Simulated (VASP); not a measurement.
# H16SO10 in VASP: a series of runs

H16SO10 is run at these levels: PBE; tasks: single point.

All numbers are computed with VASP 6.6.1; they aren't measurements. Logs are shortened: lines on timing, memory, paths and dates and some standing lists are left out, and cuts for length are marked.

## (1) The cell of the first run

The cell holds an amorphous packing of atoms, 27 atoms: a = 6.797 Å, b = 6.797 Å, c = 6.797 Å, α = 90.00°, β = 90.00°, γ = 90.00°.

## (2) Single point, PBE

INCAR reads:

```
SYSTEM = H16SO10
  PREC = Accurate
  ENCUT = 520
  EDIFF = 1E-6
  ISMEAR = -1
  SIGMA = 0.02
  LREAL = Auto
  LASPH = .TRUE.
  NELM = 60
  ALGO = Normal
  ISIF = 2
  LWAVE = .FALSE.
  LCHARG = .FALSE.
  GGA = PE
  NBANDS = 60
```

KPOINTS reads:

```
regular mesh
0
G
  1 1 1
  0 0 0
```

POSCAR reads:

```
H16SO10
1.0
    6.7968840000      0.0000000000      0.0000000000
    0.0000000000      6.7968840000      0.0000000000
    0.0000000000      0.0000000000      6.7968840000
O H S
10 16 1
Direct
    0.4887680884      1.1225585136      0.3238542838
    0.9818028379      0.1031207830      0.0544514222
    0.3059637328      0.1580871470      0.8538030074
    0.0683401394      0.8714434438      0.5885932436
    0.9272925652      0.3968877503      0.7662334682
    0.6566391305      0.5313905607      0.2883821469
    0.1234389170      0.3046248840      0.4099819859
    0.8997211075      0.6887420765     -0.0058556244
    0.6684386551      0.9753881337      0.6532846522
    0.4422761960      0.7444734970      0.7983658394
    0.4007130326      1.0193788801      0.3303131258
    0.5798833701      1.0825401758      0.4430412524
    1.0381521886      0.0483751084      0.1613239243
    0.9270277380     -0.0208625011      0.0095043552
    0.2130093731      0.1402113086      0.9782570955
    0.3903994831      0.2777743448      0.8910553718
   -0.0475659140      0.8289828104      0.6591108514
    0.1819951613      0.8321754498      0.6742354291
    1.0193641675      0.3723765184      0.6463991441
    0.9442709336      0.2902947880      0.8479620956
    0.5935808232      0.6365858237      0.3507489608
    0.7316146634      0.4655368548      0.4059801521
    0.1832163091      0.4115415240      0.3456731055
    0.2679904497      0.2407868076      0.4454099849
    0.9323537080      0.5802953236     -0.1171713391
    0.8252752291      0.6087642514      0.1139345618
    0.5903881838      0.9017514496      0.8395758998
```

Potentials or basis: VASP PAW PBE potentials, release 64 (O, H, S).

Command:

```
$ cat potpaw_PBE.64/O/POTCAR potpaw_PBE.64/H/POTCAR potpaw_PBE.64/S/POTCAR > POTCAR
$ mpirun -np 1 vasp_gam > vasp.out
```

OUTCAR:

```text
SYSTEM = H16SO10
   PREC = Accurate
   ENCUT = 520
   EDIFF = 1E-6
   ISMEAR = -1
   LREAL = Auto
   LASPH = .TRUE.
   NELM = 60
   ISIF = 2
   GGA = PE

 ion  position               nearest neighbor table
   1  0.489  0.123  0.324-  11 0.92  12 1.06
   2  0.982  0.103  0.054-  13 0.90  14 0.97
   3  0.306  0.158  0.854-  16 1.03  15 1.06
   4  0.068  0.871  0.589-  17 0.97  18 1.00
   5  0.927  0.397  0.766-  20 0.92  19 1.04
   6  0.657  0.531  0.288-  21 0.94  22 1.05
   7  0.123  0.305  0.410-  23 0.94  24 1.10
   8  0.900  0.689  0.994-  25 1.08  26 1.10
   9  0.668  0.975  0.653-  27 1.46
  10  0.442  0.744  0.798-  27 1.49
  11  0.401  0.019  0.330-   1 0.92
  12  0.580  0.083  0.443-   1 1.06
  13  0.038  0.048  0.161-   2 0.90
  14  0.927  0.979  0.010-   2 0.97
[... 10 lines left out ...]
  25  0.932  0.580  0.883-   8 1.08
  26  0.825  0.609  0.114-   8 1.10
  27  0.590  0.902  0.840-   9 1.46  10 1.49

  LATTYP: Found a simple cubic cell.
 ALAT       =     6.7968840000

  Lattice vectors:

 A1 = (   6.7968840000,   0.0000000000,   0.0000000000)
 A2 = (   0.0000000000,   6.7968840000,   0.0000000000)
 A3 = (   0.0000000000,   0.0000000000,   6.7968840000)

Analysis of symmetry for initial positions (statically):
=====================================================================
 Subroutine PRICEL returns:
 Original cell was already a primitive cell.

 Routine SETGRP: Setting up the symmetry group for a
 simple cubic supercell.

 Subroutine GETGRP returns: Found  1 space group operations
 (whereof  1 operations were pure point group operations)
 out of a pool of 48 trial point group operations.

The static configuration has the point symmetry C_1 .

Analysis of symmetry for dynamics (positions and initial velocities):
=====================================================================
 Subroutine PRICEL returns:
 Original cell was already a primitive cell.

 Routine SETGRP: Setting up the symmetry group for a
 simple cubic supercell.

 Subroutine GETGRP returns: Found  1 space group operations
 (whereof  1 operations were pure point group operations)
 out of a pool of 48 trial point group operations.

The dynamic configuration has the point symmetry C_1 .

[... 124 lines left out ...]
   EDIFF  = 0.1E-05   stopping-criterion for ELM
   LREAL  =      T    real-space projection
   EDIFFG = 0.1E-04   stopping-criterion for IOM
   NSW    =      0    number of steps for IOM
   IBRION =     -1    ionic relax: 0-MD 1-quasi-New 2-CG
   NFREE  =      0    steps in history (QN), initial steepest desc. (CG)
   ISIF   =      2    stress and relaxation
   ISYM   =      2    0-nonsym 1-usesym 2-fastsym
   POTIM  = 0.5000    time-step for ionic-motion
   TEBEG  =    0.0;   TEEND  =   0.0 temperature during run
   PSTRESS=    0.0 pullay stress
   NELECT =      82.0000    total number of electrons
   NUPDOWN=      -1.0000    fix difference up-down
   EMIN   =  10.00;   EMAX   =-10.00  energy-range for DOS
   EFERMI =   0.00;   METHOD = LEGACY
   ISMEAR =    -1;   SIGMA  =   0.02  broadening in eV -4-tet -1-fermi 0-gaus
   EFERMI_NEDOS =   21; number of points for ismear=-14 and -15
   IALGO  =     38    algorithm
   IMIX   =      4    mixing-type and parameters
     AMIX     =   0.40;   BMIX     =  1.00
     AMIX_MAG =   1.60;   BMIX_MAG =  1.00
  volume/ion in A,a.u.               =      11.63        78.48
  Fermi-wavevector in a.u.,A,eV,Ry     =   1.046413  1.977433 14.898096  1.094979
  Thomas-Fermi vector in A             =   2.181250
   LORBIT       =      0    0 simple, 1 ext, 2 COOP (PROOUT), +10 PAW based schemes
   GGA     = PE    functional components
   LHFCALC =     F    Hartree Fock is set to
   AEXX    =    0.0000 exact exchange contribution
   IVDW    =     0    specifies the selected vdW correction
   LEPSILON=     F    determine dielectric tensor
   LRPA    =     F    only Hartree local field effects (RPA)
 non-spin polarized calculation
  energy-cutoff  :      520.00
  volume of cell :      314.00
 maximum number of plane-waves:      4193
 NGX is ok and might be reduce to    50
   NGX = 25   NGY = 25   NGZ = 25

 number of electron      82.0000008 magnetization

 Free energy of the ion-electron system (eV)
  ---------------------------------------------------
  ext. energy  EPLUGINS =         0.00000000
  ---------------------------------------------------
  free energy    TOTEN  =      -131.65813102 eV

  energy without entropy =     -131.65813102  energy(sigma->0) =     -131.65813102

 E-fermi :  -2.5937     XC(G=0):  -6.7839

 val. band max:       -3.1413553391   @ k =   0.0000   0.0000   0.0000
 cond. band min:      -0.3111261945   @ k =   0.0000   0.0000   0.0000
 fundamental gap:      2.8302291446
 Fermi energy:        -2.5936585301

 k-point     1 :       0.0000    0.0000    0.0000
  band No.  band energies     occupation
      1     -24.7117      2.00000
      2     -23.1188      2.00000
      3     -22.3994      2.00000
      4     -22.1863      2.00000
      5     -21.9520      2.00000
      6     -21.9111      2.00000
[... 45 lines left out ...]
     52       6.2190      0.00000
     53       6.4331      0.00000
 [bands above 53 left out]

------------------------ aborting loop because EDIFF is reached ----------------------------------------

  FORCE on cell =-STRESS in cart. coord.  units (eV):
  Direction    XX          YY          ZZ          XY          YZ          ZX
  --------------------------------------------------------------------------------------
  -------------------------------------------------------------------------------------
  Total       -4.5395578      3.6139801     -3.3904002      1.5768260     -1.2461800     -0.2700165
  in kB      -23.1629869     18.4402481    -17.2994371      8.0457178     -6.3586039     -1.3777528
  external PRESSURE =      -7.3407253 kB  Pullay stress =       0.0000000 kB

 VOLUME and BASIS-vectors are now :
 -----------------------------------------------------------------------------
  energy-cutoff  :      520.00
  volume of cell :      314.00
      direct lattice vectors                 reciprocal lattice vectors
     6.796884000  0.000000000  0.000000000     0.147126242  0.000000000  0.000000000
     0.000000000  6.796884000  0.000000000     0.000000000  0.147126242  0.000000000
     0.000000000  0.000000000  6.796884000     0.000000000  0.000000000  0.147126242

 POSITION                                       TOTAL-FORCE (eV/Angst)
 -----------------------------------------------------------------------------------
      3.32210      0.83302      2.20120         2.984474      1.404210      1.990247
      6.67320      0.70090      0.37010        -1.663038      1.278255     -2.969239
      2.07960      1.07450      5.80320         0.840331      1.516407      2.233649
      0.46450      5.92310      4.00060         1.320324     -0.387492      0.275737
      6.30270      2.69760      5.20800         0.556585      2.305448     -3.845395
      4.46310      3.61180      1.96010         2.515918     -2.706147      1.224469
[... 19 lines left out ...]
      5.60930      4.13770      0.77440         1.066497      1.566583     -2.289729
      4.01280      6.12910      5.70650        -2.164852     -1.614494     -0.646143
 -----------------------------------------------------------------------------------
    total drift:                                0.003657     -0.001624     -0.005249

  FREE ENERGIE OF THE ION-ELECTRON SYSTEM (eV)
  ---------------------------------------------------
  free  energy   TOTEN  =      -131.6581310207 eV

  energy  without entropy=     -131.6581310207  energy(sigma->0) =     -131.65813102
```

OSZICAR:

```text
N       E                     dE             d eps       ncg     rms          rms(c)
DAV:   1     0.638051818126E+03    0.63805E+03   -0.44059E+04   120   0.124E+03
DAV:   2    -0.833390668974E+02   -0.72139E+03   -0.69167E+03   156   0.304E+02
DAV:   3    -0.145712892651E+03   -0.62374E+02   -0.61985E+02   140   0.954E+01
DAV:   4    -0.146703236831E+03   -0.99034E+00   -0.98662E+00   152   0.133E+01
DAV:   5    -0.146719281280E+03   -0.16044E-01   -0.16025E-01   136   0.166E+00    0.396E+01
DAV:   6    -0.132023301712E+03    0.14696E+02   -0.49788E+01   144   0.296E+01    0.217E+01
DAV:   7    -0.131819949887E+03    0.20335E+00   -0.31971E+00   152   0.780E+00    0.962E+00
DAV:   8    -0.131667304668E+03    0.15265E+00   -0.31733E-01   144   0.311E+00    0.213E+00
DAV:   9    -0.131653142445E+03    0.14162E-01   -0.53239E-02   152   0.134E+00    0.477E-01
DAV:  10    -0.131655727169E+03   -0.25847E-02   -0.11789E-02   128   0.493E-01    0.318E-01
DAV:  11    -0.131657763711E+03   -0.20365E-02   -0.34217E-03   136   0.340E-01    0.116E-01
DAV:  12    -0.131658095387E+03   -0.33168E-03   -0.10305E-03   128   0.208E-01    0.514E-02
DAV:  13    -0.131658135309E+03   -0.39922E-04   -0.19389E-04   144   0.778E-02    0.373E-02
DAV:  14    -0.131658134517E+03    0.79206E-06   -0.23060E-05   128   0.252E-02    0.234E-02
DAV:  15    -0.131658131846E+03    0.26709E-05   -0.10600E-05   128   0.213E-02    0.792E-03
DAV:  16    -0.131658131021E+03    0.82562E-06   -0.47768E-06   144   0.145E-02
   1 F= -.13165813E+03 E0= -.13165813E+03  d E =-.173556E-11
```

Wall time 42 s (1 thread of Intel Xeon Platinum 8259CL at 2.50GHz (Skylake/Cascade Lake), shared host); peak memory 0.4 GiB.

What came out:

```yaml
Free_energy: -131.6581 eV
Pressure: -0.7 GPa
Largest_force: 5.195 eV/Å
Band_gap_on_the_k_mesh: 2.83 eV
```

Forces on the atoms (eV/Å):
```
O    2.984  1.404  1.990
O   -1.663  1.278 -2.969
O    0.840  1.516  2.234
O    1.320 -0.387  0.276
O    0.557  2.305 -3.845
O    2.516 -2.706  1.224
O    2.701 -2.297  1.843
O   -1.058 -1.529  1.129
O    0.731  0.538  0.014
O    1.051  0.870  0.869
H   -2.086 -2.427 -0.148
H   -1.139  0.698 -1.744
H    1.956 -0.975  4.713
H   -0.462 -0.772 -0.992
H    0.935  0.205 -2.252
H   -1.137 -1.547 -0.487
H   -0.139  0.003  0.078
H   -0.838  0.238 -0.575
H   -0.939  0.116  1.097
H    0.446 -2.549  2.050
H   -0.997  1.818  0.921
H   -1.241  0.956 -2.113
H    0.181  1.998 -1.199
H   -2.854  0.649 -0.549
H   -0.570  0.646  1.373
H    1.066  1.567 -2.290
S   -2.165 -1.614 -0.646
```

Caveat: the k points lie up to 0.92 Å⁻¹ apart.

## (3) Single point, PBE

INCAR reads:

```
PREC = Accurate
ENCUT = 520
EDIFF = 1E-7
ISMEAR = -1
SIGMA = 0.02
LREAL = Auto
LASPH = T
NELM = 60
ALGO = Normal
ISIF = 2
LWAVE = F
LCHARG = F
GGA = PE
NBANDS = 60
```

KPOINTS reads:

```
Automatic mesh
0
Gamma
  1 1 1
```

POSCAR reads:

```
H16SO10
1.0
    6.7968840000      0.0000000000      0.0000000000
    0.0000000000      6.7968840000      0.0000000000
    0.0000000000      0.0000000000      6.7968840000
O H S
10 16 1
Direct
    0.4179120903      1.0336942634      0.3352124297
    1.0257347337      0.0341627134      0.0562757876
    0.3482919526      0.1326637324      0.9030461606
    0.0819493168      0.8526701353      0.5706291295
    1.0589999770      0.3568399873      0.7492992377
    0.5716590132      0.5687164883      0.2471720865
    0.2924869690      0.4693915624      0.4052739461
    0.8575400139      0.6594492417     -0.0148156126
    0.6297738787      1.0115223388      0.6923466694
    0.3982560244      0.7769295460      0.8043833027
    0.2769357253      0.9801403114      0.3595176849
    0.4965657793      0.9988989072      0.4673023697
    1.0429190788     -0.0185379065     -0.0755787505
    1.0041954519     -0.0867750575      0.1184071995
    0.2376971565      0.1166269720      1.0317374844
    0.4066127949      0.2570442573      0.9118737351
   -0.0211273283      0.7581709501      0.5324792949
    0.1774489604      0.7868605673      0.6576395890
    1.1688738545      0.3917971824      0.6787374921
    0.9856281202      0.2683141275      0.6520487918
    0.5757196974      0.7180790492      0.2335187712
    0.4354936762      0.5138384001      0.2750083715
    0.1476411838      0.5068057657      0.3794091528
    0.3147618821      0.3163067076      0.3743185848
    0.9375031264      0.5775882007     -0.0988688346
    0.7853304544      0.5459707713      0.0668835896
    0.5437050272      0.9136098247      0.8697662046
```

Potentials or basis: VASP PAW PBE potentials, release 64 (O, H, S).

Command:

```
$ cat potpaw_PBE.64/O/POTCAR potpaw_PBE.64/H/POTCAR potpaw_PBE.64/S/POTCAR > POTCAR
$ mpirun -np 1 vasp_gam > vasp.out
```

It took 46 s on 1 thread of Intel Xeon Platinum 8259CL at 2.50GHz (Skylake/Cascade Lake), shared host; peak memory 0.4 GiB.

Results (log left out):

```yaml
Free_energy: -131.1465 eV
Pressure: -0.3 GPa
Largest_force: 4.382 eV/Å
Band_gap_on_the_k_mesh: 3.83 eV
```

Forces on the atoms (eV/Å):
```
O   -0.965 -0.793  1.999
O    0.822  1.764 -0.781
O   -2.620 -1.537  2.325
O   -0.491 -0.155 -0.510
O   -4.018 -1.686  0.165
O    2.132  1.669 -1.368
O   -3.315 -2.853  0.270
O   -1.130 -2.000  1.852
O    0.440 -0.192  0.702
O   -1.603 -2.022  0.159
H    2.123  0.444  0.138
H   -1.256  0.725 -1.700
H   -0.329  0.390 -0.771
H   -0.638 -2.098  1.606
H    1.257 -0.105 -2.283
H    1.134  2.015  0.219
H    0.339  0.401  0.489
H    0.104 -0.023 -0.185
H    2.928  0.951 -1.703
H    0.728  1.028  1.542
H   -0.647 -2.058  0.293
H    0.877  1.556 -0.108
H    2.053 -0.920  0.091
H   -0.639  1.918  0.675
H    0.606 -0.422 -0.822
H    0.513  2.421 -0.939
S    1.593  1.584 -1.354
```

Stress tensor (GPa, compression positive):
```
 1.12  1.33 -2.23
 1.33 -0.81 -0.92
-2.23 -0.92 -1.13
```

Levels at points of the mesh, in eV from the valence-band top:
| k point | band 39 | band 40 | band 41 | band 42 | band 43 | band 44 |
| --- | --- | --- | --- | --- | --- | --- |
| (0.00, 0.00, 0.00) | -0.85 | -0.50 | 0.00 | 3.83 | 4.05 | 6.35 |

Caveat: the k points lie up to 0.92 Å⁻¹ apart.

## (4) Single point, PBE

INCAR reads:

```
SYSTEM = H16SO10
PREC = Accurate
ENCUT = 520
EDIFF = 1E-6
ISMEAR = -1
SIGMA = 0.02
LREAL = Auto
LASPH = .True.
NELM = 60
ALGO = Normal
ISIF = 2
LWAVE = .False.
LCHARG = .True.
GGA = PE
LELF = .True.
LVHAR = .True.
NBANDS = 60
```

KPOINTS reads:

```
regular mesh
0
Gamma
  1 1 1
  0 0 0
```

POSCAR reads:

```
H16SO10
1.0
    6.7968840000      0.0000000000      0.0000000000
    0.0000000000      6.7968840000      0.0000000000
    0.0000000000      0.0000000000      6.7968840000
O H S
10 16 1
Direct
    0.3335940410      1.0557631997      0.3596795237
    1.0232335876     -0.0588504968      0.0476247645
    0.3494395373      0.2591923005      1.0013706281
    0.0470068343      0.7932899841      0.5321261919
    1.0610744571      0.3529852797      0.6955393089
    0.5816635976      0.7145480194      0.2011804233
    0.3074055700      0.4173971485      0.3815424833
    0.9190534957      0.6059247149     -0.0774913916
    0.6529462618      0.9906451250      0.7163135343
    0.3956224646      0.7729718500      0.7943198678
    0.2291491219      0.9792575539      0.4052739461
    0.4256215054      1.0272207088      0.4706715607
    0.9646626307     -0.1916025049      0.0274684694
    1.1150697879     -0.0882610326      0.1500834794
    0.2966359291      0.1397846425      0.9916308709
    0.3682864089      0.2844244510      1.1423028552
   -0.0152864165      0.8810213621      0.6193279156
    0.1301184484      0.7249792699      0.6239476796
    1.1511010045      0.3630192894      0.8213763836
    0.9518626476      0.2583242556      0.7461213109
    0.6441481126      0.7894352765      0.3178809584
    0.5007735898      0.6225352676      0.2739490625
    0.1929119285      0.4914457860      0.4299617295
    0.3006671881      0.2892796170      0.4013456755
    0.9380622062      0.5562548956     -0.2121854662
    0.9049735143      0.5042457691      0.0224073267
    0.5415128462      0.9097109793      0.8760632078
```

Command:

```
$ cat potpaw_PBE.64/O/POTCAR potpaw_PBE.64/H/POTCAR potpaw_PBE.64/S/POTCAR > POTCAR
$ mpirun -np 1 vasp_gam > vasp.out
```

Wall time 50 s (1 thread of Intel Xeon Platinum 8259CL at 2.50GHz (Skylake/Cascade Lake), shared host); peak memory 0.37 GiB.

The run converged. Its results:

| Property | Result |
| --- | --- |
| Free energy | -131.3357 eV |
| Pressure | 3.6 GPa |
| Largest force | 8.383 eV/Å |
| Band gap on the k mesh | 2.62 eV |

Forces in eV/Å, atoms in the order of the input:
```
O    2.744  0.298  0.656
O   -0.402  0.505 -0.033
O    2.242  5.032 -0.226
O    0.504 -0.674 -1.281
O   -0.541 -1.850  2.461
O    1.463  1.276  2.266
O    0.562  8.256 -1.342
O   -0.771  0.832  0.711
O    1.655  1.287 -1.192
O    0.011  0.193  0.917
H   -2.577 -1.593  0.733
H    0.017  0.319 -0.871
H    0.069  0.168 -0.647
H    0.608  0.106  0.588
H   -2.630 -4.947 -0.111
H   -0.253  0.250 -0.270
H   -1.225  1.351  0.912
H    0.857 -0.445  0.385
H   -0.872 -0.368 -1.814
H    1.711  1.379 -0.909
H   -0.690 -0.926 -1.959
H   -0.683 -0.860  0.072
H    0.487 -0.973 -0.192
H   -0.939 -6.222  1.499
H    0.080 -0.782  0.477
H   -0.129 -0.127 -0.618
S   -1.299 -1.487 -0.211
```

Stress tensor (GPa, compression positive):
```
 1.75  0.91 -2.65
 0.91  8.56 -0.32
-2.65 -0.32  0.35
```

Levels at points of the mesh, in eV from the valence-band top:
```tsv
k point	band 39	band 40	band 41	band 42	band 43	band 44
(0.00, 0.00, 0.00)	-0.38	-0.20	0.00	2.62	4.64	6.73
```

Caveat: the k points lie up to 0.92 Å⁻¹ apart.

(Part 1 of 2 ends here.)
